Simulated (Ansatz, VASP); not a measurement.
**Two plane-wave programs on Li2Se**

File INCAR:

```
PREC     = Accurate       # precision mode
ENCUT    = 750            # plane-wave cutoff, eV
EDIFF    = 1E-6           # SCF threshold, eV
ISMEAR   = 0              # smearing method
SIGMA    = 0.05           # smearing width, eV
LREAL    = False          # projectors in reciprocal space
LASPH    = True           # aspherical terms in the spheres
NELM     = 120            # most SCF steps
ALGO     = Normal         # electronic algorithm
ISIF     = 2              # what is computed and relaxed
LWAVE    = False          # write WAVECAR
LCHARG   = False          # write CHGCAR
GGA      = PS             # functional
NBANDS   = 13             # bands
GGA_COMPAT= False
```

Contents of KPOINTS:

```
regular mesh
0
Gamma
  8 8 8
```

File POSCAR:

```
Li2Se
1.0
    0.0000000000      3.0024997683      3.0024997683
    3.0024997683      0.0000000000      3.0024997683
    3.0024997683      3.0024997683      0.0000000000
Li Se
2 1
Direct
    0.2500000000      0.2500000000      0.2500000000
    0.7500000000      0.7500000000      0.7500000000
    0.0000000000      0.0000000000      0.0000000000
```

Input for Ansatz:

```yaml
crystal:
  lattice:
    - [0.0, 3.0024997683, 3.0024997683]
    - [3.0024997683, 0.0, 3.0024997683]
    - [3.0024997683, 3.0024997683, 0.0]
  atoms:
    - { symbol: Li, position: [0.25, 0.25, 0.25] }
    - { symbol: Li, position: [0.75, 0.75, 0.75] }
    - { symbol: Se, position: [0.0, 0.0, 0.0] }
basis:
  ecutwfc: 420
  ecutrho_ratio: 4
kpoints:
  mp_grid: { grid: [8, 8, 8] }
hamiltonian:
  xc: pbesol
scf:
  occupations: { method: gaussian, width: 0.05 }
output:
  forces: true
  stress: true
  eigenvalues: true
```

Alike in both runs: task single point; functional PBEsol; k mesh 8 × 8 × 8; occupations gaussian, width 0.05 eV; no spin polarisation.

|  | VASP | Ansatz |
| --- | --- | --- |
| version | VASP 6.6.1 | Ansatz 0.2.0 |
| potentials or method | VASP PAW PBE potentials, release 64 (Li_sv, Se), cutoff 750 eV | scalar-relativistic, plane waves, PAW |
| valence electrons in the cell | 12 | 22 |

```csv
,VASP,Ansatz,Ansatz less VASP
gap on the k mesh at the Fermi level (eV),2.83,2.84,+0.006
least direct gap on the mesh (eV),3.24,3.24,-0.003
pressure (GPa),-1.0,-1.0,0.00
```

VASP's potentials were made for PBE, not for PBEsol. VASP's potentials hold 12 valence electrons a cell and Ansatz's 22, so a difference there can come from the potentials and not from the codes.
